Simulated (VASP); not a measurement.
Wanted: the native input for a VASP 6.6.1 run.

```yaml
Task: single point
Functional: r2SCAN
Potentials_or_basis: VASP PAW PBE potentials, release 64 (Si, O)
Cutoff: 520 eV
k_mesh: 6 × 6 × 4
Occupations: gaussian, width 0.02 eV
Spin: no spin polarisation
Dipole_correction: no
Further_INCAR_settings: ALGO = Normal; EDIFF = 1e-07; NBANDS = 44
```

SiO2:

```
Si O
1.0
     4.90685    0.00000    0.00000
     0.00000    4.90685    0.00000
     0.00000    0.00000    6.81689
Si O
4 8
Direct
  0.19059 0.19059 0.00000
  0.30941 0.69059 0.75000
  0.69059 0.30941 0.25000
  0.80941 0.80941 0.50000
  0.62317 0.73536 0.68769
  0.37683 0.26464 0.18769
  0.73536 0.62317 0.31231
  0.23536 0.87683 0.93769
  0.26464 0.37683 0.81231
  0.12317 0.76464 0.56231
  0.87683 0.23536 0.06231
  0.76464 0.12317 0.43769
```

The input as run:

POSCAR

```
SiO2
1.0
    4.9068520210      0.0000000000      0.0000000000
    0.0000000000      4.9068520210      0.0000000000
    0.0000000000      0.0000000000      6.8168880461
Si O
4 8
Direct
    0.1905876465      0.1905876465      0.0000000000
    0.3094123535      0.6905876465      0.7500000000
    0.6905876465      0.3094123535      0.2500000000
    0.8094123535      0.8094123535      0.5000000000
    0.6231688598      0.7353632085      0.6876908232
    0.3768311402      0.2646367915      0.1876908232
    0.7353632085      0.6231688598      0.3123091768
    0.2353632085      0.8768311402      0.9376908232
    0.2646367915      0.3768311402      0.8123091768
    0.1231688598      0.7646367915      0.5623091768
    0.8768311402      0.2353632085      0.0623091768
    0.7646367915      0.1231688598      0.4376908232
```

INCAR.step1

```
SYSTEM = SiO2
ALGO = Normal ; EDIFF = 1E-4
ENCUT = 520 ; GGA = PE
ISMEAR = 0 ; LASPH = .TRUE.
LCHARG = .FALSE. ; LREAL = .FALSE.
LWAVE = .TRUE. ; NBANDS = 44
NELM = 60 ; PREC = Accurate
SIGMA = 0.02
```

INCAR.step2

```
SYSTEM = SiO2
ALGO = Normal ; EDIFF = 1E-7
ENCUT = 520 ; ISIF = 2
ISMEAR = 0 ; ISTART = 1
LASPH = .TRUE. ; LCHARG = .FALSE.
LMIXTAU = .TRUE. ; LREAL = .FALSE.
LWAVE = .FALSE. ; METAGGA = R2SCAN
NBANDS = 44 ; NELM = 60
PREC = Accurate ; SIGMA = 0.02
```

KPOINTS

```
k-points
0
G
  6 6 4
  0 0 0
```

Potentials or basis: VASP PAW PBE potentials, release 64 (Si, O).

The run is started by

```console
$ cat potpaw_PBE.64/Si/POTCAR potpaw_PBE.64/O/POTCAR > POTCAR
$ cp INCAR.step1 INCAR
$ mpirun -np 1 vasp_std > vasp.out
$ cp INCAR.step2 INCAR
$ mpirun -np 1 vasp_std > vasp.out
```

Results of the run:

```
Pressure               : 1.0 GPa
Largest force          : 0.031 eV/Å
Band gap on the k mesh : 6.45 eV
```

Caveat: the PAW data sets were made with another functional, which shifts forces and pressure a little.

Run time: 25 min on 1 thread of Oxide Virtual Turin-like Processor, on a shared host, peak memory 0.33 GiB.
